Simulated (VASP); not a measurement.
Here is a VASP 6.6.1 calculation.

The input INCAR:

```
  PREC = Accurate
  ENCUT = 520
  EDIFF = 1E-6
  ISMEAR = -1
  SIGMA = 0.1
  LREAL = False
  LASPH = True
  NELM = 80
  ALGO = Normal
  ISIF = 2
  LWAVE = False
  LCHARG = False
  GGA = PE
  NBANDS = 10
```

The input KPOINTS:

```
Automatic mesh
0
Gamma
  10 10 10
```

The input POSCAR:

```
K
1.0
   -1.9464278235      1.9464278235      1.9464278235
    1.9464278235     -1.9464278235      1.9464278235
    1.9464278235      1.9464278235     -1.9464278235
K
1
Direct
    0.0000000000      0.0000000000      0.0000000000
```

Potentials or basis: VASP PAW PBE potentials, release 64 (K_sv).

Command:

```bash
$ cat potpaw_PBE.64/K_sv/POTCAR > POTCAR
$ mpirun -np 1 vasp_std > vasp.out
```

(1) Estimate the pressure.

Results:

(1) 16.8 GPa.
